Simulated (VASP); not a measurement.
# Nb4SiSb2 (I4/mcm) in VASP: single point with PBE

Aim: the single point of Nb4SiSb2 with PBE.

Everything below comes from runs of VASP 6.6.1. Logs are shortened: lines on timing, memory, paths and dates and some standing lists are left out, and cuts for length are marked.

## 1. The cell of the first run

Symmetry: I4/mcm, No. 140, tetragonal system. Conventional cell: a = 10.364 Å, b = 10.364 Å, c = 4.915 Å, α = 90.00°, β = 90.00°, γ = 90.00°. Within 3.5 Å of Nb (site symmetry m) lie 2 Si at 2.63 Å and 4 Sb at 2.82 to 2.98 Å and 7 Nb at 3.03 to 3.28 Å. Si (site symmetry 422) has 2 Si at 2.46 Å and 8 Nb at 2.63 Å within 3.2 Å. Within 4.2 Å of Sb (site symmetry m2m) lie 8 Nb at 2.82 to 2.98 Å and 7 Sb at 3.81 to 4.11 Å and 4 Si at 4.19 Å.

## 2. Single point, PBE

Input file INCAR:

```
PREC = Accurate
ENCUT = 520
EDIFF = 1E-7
ISMEAR = 0
SIGMA = 0.1
LREAL = F
LASPH = T
NELM = 60
ALGO = Fast
ISIF = 2
LWAVE = F
LCHARG = F
GGA = PE
NBANDS = 79
```

Input file KPOINTS:

```
Automatic mesh
0
Gamma
  4 4 4
```

Input file POSCAR:

```
Nb4SiSb2
1.0
   -5.1819000000      5.1819000000      2.4575500000
    5.1819000000     -5.1819000000      2.4575500000
    5.1819000000      5.1819000000     -2.4575500000
Nb Si Sb
8 2 4
Direct
    0.0853000000      0.7930500000      0.8783500000
    0.9147000000      0.2069500000      0.1216500000
    0.7930500000      0.9147000000      0.7077500000
    0.2069500000      0.0853000000      0.2922500000
    0.4147000000      0.2930500000      0.7077500000
    0.5853000000      0.7069500000      0.2922500000
    0.7069500000      0.4147000000      0.1216500000
    0.2930500000      0.5853000000      0.8783500000
    0.2500000000      0.2500000000      0.0000000000
    0.7500000000      0.7500000000      0.0000000000
    0.8596300000      0.6403700000      0.5000000000
    0.1403700000      0.3596300000      0.5000000000
    0.6403700000      0.1403700000      0.7807400000
    0.3596300000      0.8596300000      0.2192600000
```

Potentials or basis: VASP PAW PBE potentials, release 64 (Nb_sv, Si, Sb).

Launch:

```
$ cat potpaw_PBE.64/Nb_sv/POTCAR potpaw_PBE.64/Si/POTCAR potpaw_PBE.64/Sb/POTCAR > POTCAR
$ mpirun -np 1 vasp_std > vasp.out
```

OUTCAR:

```text
PREC = Accurate
   ENCUT = 520
   EDIFF = 1E-7
   ISMEAR = 0
   LREAL = F
   LASPH = T
   NELM = 60
   ISIF = 2
   GGA = PE

 ion  position               nearest neighbor table
   1  0.085  0.793  0.878-   9 2.63  10 2.63  11 2.82  14 2.93  13 2.98  13 2.98   5 3.03   5 3.03
                             7 3.04   7 3.04   8 3.04
   2  0.915  0.207  0.122-  10 2.63   9 2.63  12 2.82  13 2.93  14 2.98  14 2.98   6 3.03   6 3.03
                             8 3.04   8 3.04   7 3.04
   3  0.793  0.915  0.708-   9 2.63  10 2.63  13 2.82  11 2.93  12 2.98  12 2.98   8 3.03   8 3.03
                             5 3.04   5 3.04   6 3.04
   4  0.207  0.085  0.292-  10 2.63   9 2.63  14 2.82  12 2.93  11 2.98  11 2.98   7 3.03   7 3.03
                             6 3.04   6 3.04   5 3.04
   5  0.415  0.293  0.708-  10 2.63   9 2.63  13 2.82  12 2.93  11 2.98  11 2.98   1 3.03   1 3.03
                             3 3.04   3 3.04   4 3.04
   6  0.585  0.707  0.292-   9 2.63  10 2.63  14 2.82  11 2.93  12 2.98  12 2.98   2 3.03   2 3.03
                             4 3.04   4 3.04   3 3.04
   7  0.707  0.415  0.122-   9 2.63  10 2.63  11 2.82  13 2.93  14 2.98  14 2.98   4 3.03   4 3.03
                             1 3.04   1 3.04   2 3.04
   8  0.293  0.585  0.878-  10 2.63   9 2.63  12 2.82  14 2.93  13 2.98  13 2.98   3 3.03   3 3.03
                             2 3.04   2 3.04   1 3.04
   9  0.250  0.250  0.000-  10 2.46  10 2.46   1 2.63   7 2.63   2 2.63   8 2.63   3 2.63   6 2.63
                             5 2.63   4 2.63
  10  0.750  0.750  0.000-   9 2.46   9 2.46   2 2.63   8 2.63   7 2.63   1 2.63   4 2.63   5 2.63
                             3 2.63   6 2.63
  11  0.860  0.640  0.500-   1 2.82   7 2.82   6 2.93   3 2.93   4 2.98   5 2.98   5 2.98   4 2.98

  12  0.140  0.360  0.500-   2 2.82   8 2.82   5 2.93   4 2.93   6 2.98   3 2.98   3 2.98   6 2.98

  13  0.640  0.140  0.781-   3 2.82   5 2.82   2 2.93   7 2.93   8 2.98   1 2.98   8 2.98   1 2.98

  14  0.360  0.860  0.219-   4 2.82   6 2.82   1 2.93   8 2.93   2 2.98   7 2.98   2 2.98   7 2.98

  LATTYP: Found a body centered tetragonal cell.
 ALAT       =    10.3638000000
 C/A-ratio  =     0.4742565468

  Lattice vectors:

 A1 = (  -5.1819000000,   5.1819000000,   2.4575500000)
 A2 = (   5.1819000000,  -5.1819000000,   2.4575500000)
 A3 = (   5.1819000000,   5.1819000000,  -2.4575500000)

Analysis of symmetry for initial positions (statically):
=====================================================================
 Subroutine PRICEL returns:
 Original cell was already a primitive cell.

 Routine SETGRP: Setting up the symmetry group for a
 body centered tetragonal supercell.

 Subroutine GETGRP returns: Found 16 space group operations
 (whereof  8 operations were pure point group operations)
 out of a pool of 16 trial point group operations.

The static configuration has the point symmetry C_4h.
 The point group associated with its full space group is D_4h.

Analysis of symmetry for dynamics (positions and initial velocities):
=====================================================================
 Subroutine PRICEL returns:
 Original cell was already a primitive cell.

 Routine SETGRP: Setting up the symmetry group for a
 body centered tetragonal supercell.

 Subroutine GETGRP returns: Found 16 space group operations
 (whereof  8 operations were pure point group operations)
 out of a pool of 16 trial point group operations.

The dynamic configuration has the point symmetry C_4h.
 The point group associated with its full space group is D_4h.

 Subroutine INISYM returns: Found 16 space group operations
 (whereof  8 operations are pure point group operations),
 and found     1 'primitive' translations

----------------------------------------------------------------------------------------

                                     Primitive cell

  volume of cell :     263.9614

  direct lattice vectors                    reciprocal lattice vectors
    -5.181900000  5.181900000  2.457550000     0.000000000  0.096489705  0.203454660
     5.181900000 -5.181900000  2.457550000     0.096489705  0.000000000  0.203454660
     5.181900000  5.181900000 -2.457550000     0.096489705  0.096489705  0.000000000

  length of vectors
     7.729406654  7.729406654  7.729406654     0.225175624  0.225175624  0.136457049

  position of ions in fractional coordinates (direct lattice)
     0.085300000  0.793050000  0.878350000
     0.914700000  0.206950000  0.121650000
     0.793050000  0.914700000  0.707750000
     0.206950000  0.085300000  0.292250000
     0.414700000  0.293050000  0.707750000
     0.585300000  0.706950000  0.292250000
     0.706950000  0.414700000  0.121650000
     0.293050000  0.585300000  0.878350000
     0.250000000  0.250000000  0.000000000
     0.750000000  0.750000000  0.000000000
     0.859630000  0.640370000  0.500000000
     0.140370000  0.359630000  0.500000000
     0.640370000  0.140370000  0.780740000
     0.359630000  0.859630000  0.219260000

  ion indices of the primitive-cell ions
   primitive index   ion index
                 1           1
                 2           2
                 3           3
                 4           4
                 5           5
                 6           6
                 7           7
                 8           8
                 9           9
                10          10
                11          11
                12          12
                13          13
                14          14

----------------------------------------------------------------------------------------

 KPOINTS: Automatic mesh

Automatic generation of k-mesh.
 Grid dimensions read from file:
 generate k-points for:    4    4    4

 Generating k-lattice:

  Cartesian coordinates                     Fractional coordinates (reciprocal lattice)
     0.000000000  0.024122426  0.050863665     0.250000000  0.000000000  0.000000000
     0.024122426  0.000000000  0.050863665     0.000000000  0.250000000  0.000000000
     0.024122426  0.024122426  0.000000000     0.000000000  0.000000000  0.250000000

  Length of vectors
     0.056293906  0.056293906  0.034114262

  Shift w.r.t. Gamma in fractional coordinates (k-lattice)
     0.000000000  0.000000000  0.000000000

 Subroutine IBZKPT returns following result:
 ===========================================

 Found     13 irreducible k-points:

 Following reciprocal coordinates:
            Coordinates               Weight
  0.000000  0.000000  0.000000      1.000000
  0.250000  0.000000  0.000000      8.000000
  0.500000  0.000000  0.000000      4.000000
  0.250000  0.250000  0.000000      8.000000
  0.500000  0.250000  0.000000     16.000000
 -0.250000  0.250000  0.000000      4.000000
  0.500000  0.500000  0.000000      2.000000
  0.250000  0.250000  0.250000      2.000000
 -0.250000  0.250000  0.250000      4.000000
  0.500000  0.500000  0.250000      4.000000
 -0.250000  0.500000  0.250000      8.000000
 -0.250000 -0.250000  0.250000      2.000000
  0.500000  0.500000  0.500000      1.000000
   k-points           NKPTS =     13   k-points in BZ     NKDIM =     13   number of bands    NBANDS=     79
   number of dos      NEDOS =    301   number of ions     NIONS =     14
   total plane-waves  NPLWV = 216000
   dimension x,y,z NGX =    60 NGY =   60 NGZ =   60
   dimension x,y,z NGXF=   120 NGYF=  120 NGZF=  120
   ions per type =               8   2   4
   NGX,Y,Z   is equivalent  to a cutoff of  12.90, 12.90, 12.90 a.u.
   NGXF,Y,Z  is equivalent  to a cutoff of  25.81, 25.81, 25.81 a.u.
 SYSTEM =  unknown system
   PREC   = accura    normal or accurate (medium, high low for compatibility)
   ISTART =      0    job   : 0-new  1-cont  2-samecut
   ICHARG =      2    charge: 1-file 2-atom 10-const
   ISPIN  =      1    spin polarized calculation?
   LNONCOLLINEAR =      F non collinear calculations
   LSORBIT =      F    spin-orbit coupling
   LASPH  =      T    aspherical Exc in radial PAW
   ENCUT  =  520.0 eV  38.22 Ry    6.18 a.u.  14.37 14.37 14.37*2*pi/ulx,y,z
   NELM   =     60;   NELMIN=  2; NELMDL= -5     # of ELM steps
   EDIFF  = 0.1E-06   stopping-criterion for ELM
   LREAL  =      F    real-space projection
   EDIFFG = 0.1E-05   stopping-criterion for IOM
   NSW    =      0    number of steps for IOM
   IBRION =     -1    ionic relax: 0-MD 1-quasi-New 2-CG
   NFREE  =      0    steps in history (QN), initial steepest desc. (CG)
   ISIF   =      2    stress and relaxation
   ISYM   =      2    0-nonsym 1-usesym 2-fastsym
   POTIM  = 0.5000    time-step for ionic-motion
   TEBEG  =    0.0;   TEEND  =   0.0 temperature during run
   PSTRESS=    0.0 pullay stress
   NELECT =     132.0000    total number of electrons
   NUPDOWN=      -1.0000    fix difference up-down
   EMIN   =  10.00;   EMAX   =-10.00  energy-range for DOS
   EFERMI =   0.00;   METHOD = LEGACY
   ISMEAR =     0;   SIGMA  =   0.10  broadening in eV -4-tet -1-fermi 0-gaus
   EFERMI_NEDOS =   21; number of points for ismear=-14 and -15
   IALGO  =     68    algorithm
   IMIX   =      4    mixing-type and parameters
     AMIX     =   0.40;   BMIX     =  1.00
     AMIX_MAG =   1.60;   BMIX_MAG =  1.00
  volume/ion in A,a.u.               =      18.85       127.24
  Fermi-wavevector in a.u.,A,eV,Ry     =   1.299429  2.455565 22.973664  1.688517
  Thomas-Fermi vector in A             =   2.430694
   LORBIT       =      0    0 simple, 1 ext, 2 COOP (PROOUT), +10 PAW based schemes
   GGA     = PE    functional components
   LHFCALC =     F    Hartree Fock is set to
   AEXX    =    0.0000 exact exchange contribution
   IVDW    =     0    specifies the selected vdW correction
   LEPSILON=     F    determine dielectric tensor
   LRPA    =     F    only Hartree local field effects (RPA)
 non-spin polarized calculation
 RMM-DIIS sequential band-by-band and
 Gauss-broadening in eV      SIGMA  =   0.10
  energy-cutoff  :      520.00
  volume of cell :      263.96
 maximum number of plane-waves:      7130
 NGX is ok and might be reduce to    60
   NGX = 29   NGY = 29   NGZ = 29

 number of electron     132.0000000 magnetization

 Free energy of the ion-electron system (eV)
  ---------------------------------------------------
  ext. energy  EPLUGINS =         0.00000000
  ---------------------------------------------------
  free energy    TOTEN  =      -115.46005713 eV

  energy without entropy =     -115.40515743  energy(sigma->0) =     -115.43260728

 E-fermi :  11.2279     XC(G=0): -11.7284

 val. band max:       11.2231766638   @ k =   0.5000   0.5000   0.5000
 cond. band min:      11.2665362126   @ k =  -0.2500   0.2500   0.0000
 fundamental gap:      0.0433595488
 Fermi energy:        11.2278704528

 k-point     1 :       0.0000    0.0000    0.0000
  band No.  band energies     occupation
      1     -43.8816      2.00000
      2     -43.8338      2.00000
      3     -43.8338      2.00000
      4     -43.8043      2.00000
      5     -43.7807      2.00000
      6     -43.7716      2.00000
[... 70 lines left out ...]
     77      13.3079      0.00000
     78      13.3381      0.00000

 k-point     2 :       0.2500    0.0000    0.0000
  band No.  band energies     occupation
      1     -43.8637      2.00000
      2     -43.8275      2.00000
      3     -43.8239      2.00000
      4     -43.7998      2.00000
      5     -43.7896      2.00000
      6     -43.7827      2.00000
[... 70 lines left out ...]
     77      13.1904      0.00000
     78      13.3171      0.00000
[... 808 lines left out ...]
     77      12.9758      0.00000
     78      13.0600      0.00000

 k-point    13 :       0.5000    0.5000    0.5000
  band No.  band energies     occupation
      1     -43.8555      2.00000
      2     -43.8517      2.00000
      3     -43.8517      2.00000
      4     -43.8059      2.00000
      5     -43.7781      2.00000
      6     -43.7717      2.00000
[... 70 lines left out ...]
     77      12.9675      0.00000
     78      12.9800      0.00000
 [bands above 78 left out]

------------------------ aborting loop because EDIFF is reached ----------------------------------------

  FORCE on cell =-STRESS in cart. coord.  units (eV):
  Direction    XX          YY          ZZ          XY          YZ          ZX
  --------------------------------------------------------------------------------------
  -------------------------------------------------------------------------------------
  Total        4.8983282      4.8983282      5.5838455      0.0000000      0.0000000      0.0000000
  in kB       29.7315847     29.7315847     33.8924968      0.0000000      0.0000000      0.0000000
  external PRESSURE =      31.1185554 kB  Pullay stress =       0.0000000 kB

 VOLUME and BASIS-vectors are now :
 -----------------------------------------------------------------------------
  energy-cutoff  :      520.00
  volume of cell :      263.96
      direct lattice vectors                 reciprocal lattice vectors
    -5.181900000  5.181900000  2.457550000     0.000000000  0.096489705  0.203454660
     5.181900000 -5.181900000  2.457550000     0.096489705  0.000000000  0.203454660
     5.181900000  5.181900000 -2.457550000     0.096489705  0.096489705  0.000000000

 POSITION                                       TOTAL-FORCE (eV/Angst)
 -----------------------------------------------------------------------------------
      8.21901      0.88403      0.00000         0.117613      0.088607      0.000000
     -3.03711      4.29787      2.45755        -0.117613     -0.088607     -0.000000
      4.29787      3.03711      2.45755        -0.088607      0.117613     -0.000000
      0.88403      2.14479     -0.00000         0.088607     -0.117613      0.000000
      3.03711      4.29787      0.00000         0.117613     -0.088607     -0.000000
      2.14479      0.88403      2.45755        -0.117613      0.088607     -0.000000
     -0.88403      2.14479      2.45755        -0.088607     -0.117613     -0.000000
      6.06593      3.03711      0.00000         0.088607      0.117613      0.000000
      0.00000      0.00000      1.22877         0.000000     -0.000000     -0.000000
      0.00000      0.00000      3.68633         0.000000     -0.000000     -0.000000
      1.45477      3.72713      2.45755        -0.086393      0.086393     -0.000000
      3.72713      1.45477      0.00000         0.086393     -0.086393     -0.000000
      1.45477      6.63667     -0.00000        -0.086393     -0.086393     -0.000000
      3.72713     -1.45477      2.45755         0.086393      0.086393     -0.000000
 -----------------------------------------------------------------------------------
    total drift:                               -0.000000      0.000000      0.000000

  FREE ENERGIE OF THE ION-ELECTRON SYSTEM (eV)
  ---------------------------------------------------
  free  energy   TOTEN  =      -115.4600571310 eV

  energy  without entropy=     -115.4051574300  energy(sigma->0) =     -115.43260728
```

Wall time 34 min (1 thread of Intel Xeon Platinum 8488C (Sapphire Rapids), shared host); peak memory 0.61 GiB.

What came out:

| Item | Value |
| --- | --- |
| Free energy | -115.4601 eV |
| Pressure | 3.1 GPa |
| Largest force | 0.147 eV/Å |
| Band gap on the k mesh | zero (bands 66 and 67 overlap by 0.56 eV) |

Forces on the atoms (eV/Å):
```
Nb   0.118  0.089  0.000
Nb  -0.118 -0.089  0.000
Nb  -0.089  0.118  0.000
Nb   0.089 -0.118  0.000
Nb   0.118 -0.089  0.000
Nb  -0.118  0.089  0.000
Nb  -0.089 -0.118  0.000
Nb   0.089  0.118  0.000
Si   0.000  0.000  0.000
Si   0.000  0.000  0.000
Sb  -0.086  0.086  0.000
Sb   0.086 -0.086  0.000
Sb  -0.086 -0.086  0.000
Sb   0.086  0.086  0.000
```

Caveat: the cell stands under pressure; spin-orbit coupling is left out, which moves the levels of the heavy elements.
